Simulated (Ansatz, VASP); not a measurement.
TaN: VASP beside Ansatz

```xyz
4
Lattice="-1.4579 1.4579 5.1475 1.4579 -1.4579 5.1475 1.4579 1.4579 -5.1475" Properties=species:S:1:pos:R:3 pbc="T T T"
Ta    0.0000    0.0000    7.7077
Ta    0.0000    1.4579   -0.0135
N     0.0000    0.0000    1.7225
N     0.0000    1.4579    4.2963
```

Alike in both runs: functional PBE; k mesh 8 × 8 × 8; occupations gaussian, width 0.1 eV; no spin polarisation.

Ansatz relaxed the structure, and its values are those at the end. VASP's run is a single point on that final structure, the one shown.

```csv
,VASP,Ansatz
version,VASP 6.6.1,Ansatz 0.2.0
potentials or method,"VASP PAW PBE potentials, release 64 (Ta_pv, N), cutoff 520 eV","scalar-relativistic, plane waves, PAW"
valence electrons in the cell,32,36
```

VASP gave:

* gap on the k mesh at the Fermi level (eV): 0.92
* least direct gap on the mesh (eV): 1.18
* pressure (GPa): 0.2
* rms of the force components (eV/Å): 0.011

Estimate Ansatz's values.

gap on the k mesh at the Fermi level (eV): 0.93; least direct gap on the mesh (eV): 1.19; pressure (GPa): -0.4; rms of the force components (eV/Å): 0.010.

VASP's potentials hold 32 valence electrons a cell and Ansatz's 36, so a difference there can come from the potentials and not from the codes.

Neither program's run includes spin-orbit coupling.
